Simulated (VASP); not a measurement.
# ErC (F-43m) in VASP: single point with PBE

Aim: the single point of ErC with PBE.

Everything below comes from runs of VASP 6.6.1. Logs are shortened: lines on timing, memory, paths and dates and some standing lists are left out, and cuts for length are marked.

## (1) The cell of the first run

It takes space group F-43m (No. 216, cubic). The conventional cell has a = 5.405 Å, b = 5.405 Å, c = 5.405 Å, α = 90.00°, β = 90.00°, γ = 90.00°. Within 3.1 Å of Er (site symmetry -43m) lie 4 C at 2.34 Å. C (site symmetry -43m) has 4 Er at 2.34 Å within 3.1 Å.

## (2) Single point, PBE, collinear spin, ferromagnetic start

The input, INCAR:

```
ALGO = Normal ; EDIFF = 1E-7
ENCUT = 520 ; GGA = PE
ISIF = 2 ; ISMEAR = 0
ISPIN = 2 ; LASPH = True
LCHARG = False ; LMAXMIX = 6
LORBIT = 11 ; LREAL = False
LWAVE = False ; MAGMOM = 3 0
NBANDS = 24 ; NELM = 150
PREC = Accurate ; SIGMA = 0.05
```

The input, KPOINTS:

```
k-points
0
Gamma
  12 12 12
```

The input, POSCAR:

```
ErC
1.0
    0.0000000000      2.7026920801      2.7026920801
    2.7026920801      0.0000000000      2.7026920801
    2.7026920801      2.7026920801      0.0000000000
Er C
1 1
Direct
    0.0000000000      0.0000000000      0.0000000000
    0.2500000000      0.2500000000      0.2500000000
```

Potentials or basis: VASP PAW PBE potentials, release 64 (Er, C).

Started as:

```console
$ cat potpaw_PBE.64/Er/POTCAR potpaw_PBE.64/C/POTCAR > POTCAR
$ mpirun -np 1 vasp_std > vasp.out
```

OUTCAR:

```text
EDIFF = 1E-7
   ENCUT = 520
   GGA = PE
   ISIF = 2
   ISMEAR = 0
   ISPIN = 2
   LASPH = True
   LORBIT = 11
   LREAL = False
   NELM = 150
   PREC = Accurate

 ion  position               nearest neighbor table
   1  0.000  0.000  0.000-   2 2.34   2 2.34   2 2.34   2 2.34
   2  0.250  0.250  0.250-   1 2.34   1 2.34   1 2.34   1 2.34

  LATTYP: Found a face centered cubic cell.
 ALAT       =     5.4053841602

  Lattice vectors:

 A1 = (   0.0000000000,   2.7026920801,   2.7026920801)
 A2 = (   2.7026920801,   0.0000000000,   2.7026920801)
 A3 = (   2.7026920801,   2.7026920801,   0.0000000000)

Analysis of symmetry for initial positions (statically):
=====================================================================
 Subroutine PRICEL returns:
 Original cell was already a primitive cell.

 Routine SETGRP: Setting up the symmetry group for a
 face centered cubic supercell.

 Subroutine GETGRP returns: Found 24 space group operations
 (whereof 24 operations were pure point group operations)
 out of a pool of 48 trial point group operations.

The static configuration has the point symmetry T_d .

Analysis of symmetry for dynamics (positions and initial velocities):
=====================================================================
 Subroutine PRICEL returns:
 Original cell was already a primitive cell.

 Routine SETGRP: Setting up the symmetry group for a
 face centered cubic supercell.

 Subroutine GETGRP returns: Found 24 space group operations
 (whereof 24 operations were pure point group operations)
 out of a pool of 48 trial point group operations.

The dynamic configuration has the point symmetry T_d .

Analysis of structural, dynamic, and magnetic symmetry:
=====================================================================
 Subroutine PRICEL returns:
 Original cell was already a primitive cell.

 Routine SETGRP: Setting up the symmetry group for a
 face centered cubic supercell.

 Subroutine GETGRP returns: Found 24 space group operations
 (whereof 24 operations were pure point group operations)
 out of a pool of 48 trial point group operations.

The overall configuration has the point symmetry T_d .

 Subroutine INISYM returns: Found 24 space group operations
 (whereof 24 operations are pure point group operations),
 and found     1 'primitive' translations

----------------------------------------------------------------------------------------

                                     Primitive cell

  volume of cell :      39.4839

  direct lattice vectors                    reciprocal lattice vectors
     0.000000000  2.702692080  2.702692080    -0.185000727  0.185000727  0.185000727
     2.702692080  0.000000000  2.702692080     0.185000727 -0.185000727  0.185000727
     2.702692080  2.702692080  0.000000000     0.185000727  0.185000727 -0.185000727

  length of vectors
     3.822183795  3.822183795  3.822183795     0.320430659  0.320430659  0.320430659

  position of ions in fractional coordinates (direct lattice)
     0.000000000  0.000000000  0.000000000
     0.250000000  0.250000000  0.250000000

  ion indices of the primitive-cell ions
   primitive index   ion index
                 1           1
                 2           2

----------------------------------------------------------------------------------------

 KPOINTS: k-points

Automatic generation of k-mesh.
 Grid dimensions read from file:
 generate k-points for:   12   12   12

 Generating k-lattice:

  Cartesian coordinates                     Fractional coordinates (reciprocal lattice)
    -0.015416727  0.015416727  0.015416727     0.083333333  0.000000000  0.000000000
     0.015416727 -0.015416727  0.015416727     0.000000000  0.083333333  0.000000000
     0.015416727  0.015416727 -0.015416727     0.000000000  0.000000000  0.083333333

  Length of vectors
     0.026702555  0.026702555  0.026702555

  Shift w.r.t. Gamma in fractional coordinates (k-lattice)
     0.000000000  0.000000000  0.000000000

 Subroutine IBZKPT returns following result:
 ===========================================

 Found     72 irreducible k-points:

 Following reciprocal coordinates:
            Coordinates               Weight
  0.000000  0.000000  0.000000      1.000000
  0.083333  0.000000  0.000000      8.000000
  0.166667  0.000000  0.000000      8.000000
  0.250000  0.000000  0.000000      8.000000
  0.333333  0.000000  0.000000      8.000000
  0.416667  0.000000  0.000000      8.000000
[... 16 lines left out ...]
  0.500000  0.166667  0.000000     24.000000
 -0.416667  0.166667  0.000000     24.000000
 [... further k-points ...]
   k-points           NKPTS =     72   k-points in BZ     NKDIM =     72   number of bands    NBANDS=     24
   number of dos      NEDOS =    301   number of ions     NIONS =      2
   total plane-waves  NPLWV =  21952
   dimension x,y,z NGX =    28 NGY =   28 NGZ =   28
   dimension x,y,z NGXF=    56 NGYF=   56 NGZF=   56
   ions per type =               1   1
   NGX,Y,Z   is equivalent  to a cutoff of  12.18, 12.18, 12.18 a.u.
   NGXF,Y,Z  is equivalent  to a cutoff of  24.36, 24.36, 24.36 a.u.
 SYSTEM =  unknown system
   PREC   = accura    normal or accurate (medium, high low for compatibility)
   ISTART =      0    job   : 0-new  1-cont  2-samecut
   ICHARG =      2    charge: 1-file 2-atom 10-const
   ISPIN  =      2    spin polarized calculation?
   LNONCOLLINEAR =      F non collinear calculations
   LSORBIT =      F    spin-orbit coupling
   LASPH  =      T    aspherical Exc in radial PAW
   ENCUT  =  520.0 eV  38.22 Ry    6.18 a.u.   7.11  7.11  7.11*2*pi/ulx,y,z
   NELM   =    150;   NELMIN=  2; NELMDL= -5     # of ELM steps
   EDIFF  = 0.1E-06   stopping-criterion for ELM
   LREAL  =      F    real-space projection
   EDIFFG = 0.1E-05   stopping-criterion for IOM
   NSW    =      0    number of steps for IOM
   IBRION =     -1    ionic relax: 0-MD 1-quasi-New 2-CG
   NFREE  =      0    steps in history (QN), initial steepest desc. (CG)
   ISIF   =      2    stress and relaxation
   ISYM   =      2    0-nonsym 1-usesym 2-fastsym
   POTIM  = 0.5000    time-step for ionic-motion
   TEBEG  =    0.0;   TEEND  =   0.0 temperature during run
   PSTRESS=    0.0 pullay stress
   NELECT =      26.0000    total number of electrons
   NUPDOWN=      -1.0000    fix difference up-down
   EMIN   =  10.00;   EMAX   =-10.00  energy-range for DOS
   EFERMI =   0.00;   METHOD = LEGACY
   ISMEAR =     0;   SIGMA  =   0.05  broadening in eV -4-tet -1-fermi 0-gaus
   EFERMI_NEDOS =   21; number of points for ismear=-14 and -15
   IALGO  =     38    algorithm
   IMIX   =      4    mixing-type and parameters
     AMIX     =   0.40;   BMIX     =  1.00
     AMIX_MAG =   1.60;   BMIX_MAG =  1.00
  volume/ion in A,a.u.               =      19.74       133.23
  Fermi-wavevector in a.u.,A,eV,Ry     =   1.424271  2.691482 27.600080  2.028549
  Thomas-Fermi vector in A             =   2.544780
   LORBIT       =     11    0 simple, 1 ext, 2 COOP (PROOUT), +10 PAW based schemes
   GGA     = PE    functional components
   LHFCALC =     F    Hartree Fock is set to
   AEXX    =    0.0000 exact exchange contribution
   IVDW    =     0    specifies the selected vdW correction
   LEPSILON=     F    determine dielectric tensor
   LRPA    =     F    only Hartree local field effects (RPA)
 spin polarized calculation
 Gauss-broadening in eV      SIGMA  =   0.05
  energy-cutoff  :      520.00
  volume of cell :       39.48
 maximum number of plane-waves:      1090
   NGX = 15   NGY = 15   NGZ = 15

 number of electron      26.0000006 magnetization       2.0132866

 Free energy of the ion-electron system (eV)
  ---------------------------------------------------
  ext. energy  EPLUGINS =         0.00000000
  ---------------------------------------------------
  free energy    TOTEN  =       -13.11376726 eV

  energy without entropy =      -13.11160338  energy(sigma->0) =      -13.11268532

 E-fermi :   1.3093     XC(G=0): -10.1815

 val. band max:        1.3062597568   @ k =  -0.4167   0.4167   0.1667
 cond. band min:       1.3168547049   @ k =   0.5000   0.2500   0.0000
 fundamental gap:      0.0105949481
 Fermi energy:         1.3092917290

 spin component 1

 k-point     1 :       0.0000    0.0000    0.0000
  band No.  band energies     occupation
      1     -47.2555      1.00000
      2     -21.0401      1.00000
      3     -21.0401      1.00000
      4     -21.0401      1.00000
      5      -7.6171      1.00000
      6      -1.4155      1.00000
[... 16 lines left out ...]
     23      15.5316      0.00000
     24      15.5316      0.00000

 k-point     2 :       0.0833    0.0000    0.0000
  band No.  band energies     occupation
      1     -47.2544      1.00000
      2     -21.0661      1.00000
      3     -21.0435      1.00000
      4     -21.0435      1.00000
      5      -7.5327      1.00000
      6      -1.4240      1.00000
[... 16 lines left out ...]
     23      15.5203      0.00000
     24      15.5203      0.00000

 k-point     3 :       0.1667    0.0000    0.0000
  band No.  band energies     occupation
      1     -47.2515      1.00000
      2     -21.1361      1.00000
      3     -21.0529      1.00000
      4     -21.0529      1.00000
      5      -7.3039      1.00000
      6      -1.4445      1.00000
[... 16 lines left out ...]
     23      15.6027      0.00000
     24      15.6027      0.00000
[... 514 lines left out ...]
 k-point    23 :       0.5000    0.1667    0.0000
  band No.  band energies     occupation
      1     -47.2383      1.00000
      2     -21.3760      1.00000
      3     -21.1449      1.00000
      4     -21.1108      1.00000
      5      -6.3104      1.00000
      6      -1.5215      1.00000
[... 16 lines left out ...]
     23      16.4899      0.00000
     24      16.9697      0.00000

 k-point    24 :      -0.4167    0.1667    0.0000
  band No.  band energies     occupation
      1     -47.2380      1.00000
      2     -21.3790      1.00000
      3     -21.1563      1.00000
      4     -21.1039      1.00000
      5      -6.2932      1.00000
      6      -1.5253      1.00000
[... 16 lines left out ...]
     23      16.0565      0.00000
     24      17.4618      0.00000

 [... further k-points ...]

 spin component 2

 k-point     1 :       0.0000    0.0000    0.0000
  band No.  band energies     occupation
      1     -46.0847      1.00000
      2     -20.2376      1.00000
      3     -20.2375      1.00000
      4     -20.2375      1.00000
      5      -8.2142      1.00000
      6      -0.0854      1.00000
[... 16 lines left out ...]
     23      15.5191      0.00000
     24      15.5191      0.00000

 k-point     2 :       0.0833    0.0000    0.0000
  band No.  band energies     occupation
      1     -46.0835      1.00000
      2     -20.2682      1.00000
      3     -20.2415      1.00000
      4     -20.2415      1.00000
      5      -8.1314      1.00000
      6      -0.1915      1.00000
[... 16 lines left out ...]
     23      15.5097      0.00000
     24      15.5097      0.00000

 k-point     3 :       0.1667    0.0000    0.0000
  band No.  band energies     occupation
      1     -46.0801      1.00000
      2     -20.3507      1.00000
      3     -20.2522      1.00000
      4     -20.2522      1.00000
      5      -7.9085      1.00000
      6      -0.3988      1.00000
[... 16 lines left out ...]
     23      15.5947      0.00000
     24      15.5947      0.00000
[... 514 lines left out ...]
 k-point    23 :       0.5000    0.1667    0.0000
  band No.  band energies     occupation
      1     -46.0650      1.00000
      2     -20.6310      1.00000
      3     -20.3582      1.00000
      4     -20.3184      1.00000
      5      -6.9583      1.00000
      6      -0.4755      1.00000
[... 16 lines left out ...]
     23      16.6072      0.00000
     24      17.0192      0.00000

 k-point    24 :      -0.4167    0.1667    0.0000
  band No.  band energies     occupation
      1     -46.0647      1.00000
      2     -20.6346      1.00000
      3     -20.3714      1.00000
      4     -20.3105      1.00000
      5      -6.9421      1.00000
      6      -0.3266      1.00000
[... 16 lines left out ...]
     23      16.1646      0.00000
     24      17.5222      0.00000

 [... further k-points ...]

------------------------ aborting loop because EDIFF is reached ----------------------------------------

  FORCE on cell =-STRESS in cart. coord.  units (eV):
  Direction    XX          YY          ZZ          XY          YZ          ZX
  --------------------------------------------------------------------------------------
  -------------------------------------------------------------------------------------
  Total       -0.1184364     -0.1184364     -0.1184364      0.0000000     -0.0000000     -0.0000000
  in kB       -4.8059169     -4.8059169     -4.8059169      0.0000000     -0.0000000     -0.0000000
  external PRESSURE =      -4.8059169 kB  Pullay stress =       0.0000000 kB

 VOLUME and BASIS-vectors are now :
 -----------------------------------------------------------------------------
  energy-cutoff  :      520.00
  volume of cell :       39.48
      direct lattice vectors                 reciprocal lattice vectors
     0.000000000  2.702692080  2.702692080    -0.185000727  0.185000727  0.185000727
     2.702692080  0.000000000  2.702692080     0.185000727 -0.185000727  0.185000727
     2.702692080  2.702692080  0.000000000     0.185000727  0.185000727 -0.185000727

 POSITION                                       TOTAL-FORCE (eV/Angst)
 -----------------------------------------------------------------------------------
      0.00000      0.00000      0.00000         0.000000      0.000000     -0.000000
      1.35135      1.35135      1.35135        -0.000000     -0.000000      0.000000
 -----------------------------------------------------------------------------------
    total drift:                               -0.000000     -0.000000     -0.000000

  FREE ENERGIE OF THE ION-ELECTRON SYSTEM (eV)
  ---------------------------------------------------
  free  energy   TOTEN  =       -13.1137672560 eV

  energy  without entropy=      -13.1116033764  energy(sigma->0) =      -13.11268532

 total charge

# of ion       s       p       d       f       tot
--------------------------------------------------
    1        2.108   5.789   0.584  11.127  19.608
    2        0.930   1.363   0.000   0.000   2.293
--------------------------------------------------
tot          3.038   7.152   0.584  11.127  21.901

 magnetization (x)

# of ion       s       p       d       f       tot
--------------------------------------------------
    1        0.004  -0.049  -0.012   2.675   2.618
    2       -0.014  -0.309   0.000   0.000  -0.324
--------------------------------------------------
tot         -0.011  -0.358  -0.012   2.675   2.294
```

Run time: 16 min. Hardware: 1 thread of AMD EPYC 7R13, shared host; peak memory 0.24 GiB.

Results:

```yaml
Free_energy: -13.1138 eV
Pressure: -0.5 GPa
Band_gap_on_the_k_mesh: zero (filled and empty bands overlap)
Net_moment: 2.01 μB per cell
Site_moments: Er +2.62; C -0.32 μB
Valence_electrons_inside_the_program's_atomic_spheres: Er 19.61; C 2.29
```

Caveat: the magnetic or orbital state may not be the lowest; spin-orbit coupling is left out, which moves the levels of the heavy elements; semilocal functionals describe open f shells poorly, which spoils levels, moments and volumes. The state reached can hang on the start; a lower one may exist.
